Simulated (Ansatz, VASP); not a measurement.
**BiTe: VASP beside Ansatz**

```
Bi Te
1.0
     0.06470    3.26735    3.26735
     3.26735    0.06470    3.26735
     3.26735    3.26735    0.06470
Bi Te
1 1
Direct
  0.00000 0.00000 0.00000
  0.50000 0.50000 0.50000
```

Change from the starting cell: equal xy, yz and zx shear strains of +2 %, crystal datasets.

Alike in both runs: task electric field gradients; functional LDA; k mesh 10 × 10 × 10; occupations fermi-dirac, width 0.08 eV; no spin polarisation.

|  | VASP | Ansatz |
| --- | --- | --- |
| version | VASP 6.6.1 | Ansatz 0.2.0 |
| potentials or method | VASP PAW LDA potentials, release 64 (Bi_d, Te), cutoff 520 eV | all-electron PAW with datasets made for the crystal, scalar-relativistic |

|  | VASP | Ansatz | Ansatz less VASP |
| --- | --- | --- | --- |
| pressure (GPa) | -2.7 | -2.8 | -0.04 |
| size of Vzz on the site where it differs most (V/Å²) | 36.6 | 37.7 | +1.05 |

LDA's correlation is that of Perdew and Zunger in VASP and of Perdew and Wang (1992) in Ansatz. Ansatz ran all-electron here, and VASP with PAW potentials.

Neither program's run includes spin-orbit coupling.
